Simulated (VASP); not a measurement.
Sb, 1 atom in the cell. It takes space group Fm-3m (No. 225, cubic). Conventional cell: a = 4.682 Å, b = 4.682 Å, c = 4.682 Å, α = 90.00°, β = 90.00°, γ = 90.00°. Sb (site symmetry m-3m) has 12 Sb at 3.31 Å within 4.4 Å.  This cell differs from its parent crystal: volume scaled by 0.92.

| Quantity | Value |
| --- | --- |
| Program | VASP 6.6.1 |
| Task | single point |
| Functional | revPBE |
| Potentials or basis | VASP PAW PBE potentials, release 64 (Sb) |
| Cutoff | 520 eV |
| k mesh | 13 × 13 × 13 |
| Occupations | fermi-dirac, width 0.1 eV |
| Spin | no spin polarisation |
| Dipole correction | no |
| Further INCAR settings | ALGO = Normal; EDIFF = 1e-06; NBANDS = 8 |

Potentials or basis: VASP PAW PBE potentials, release 64 (Sb).

The run is started by

```bash
$ cat potpaw_PBE.64/Sb/POTCAR > POTCAR
$ mpirun -np 1 vasp_std > vasp.out
```

Hardware: 1 thread of Intel(R) Xeon(R) 6975P-C (Granite Rapids) (shared host).

Question: How long does it take, and how much memory?

Answer: It took 7 s on 1 thread of Intel(R) Xeon(R) 6975P-C (Granite Rapids), on a shared host, peak memory 0.16 GiB. Counts: scf iterations 9, k points 84.
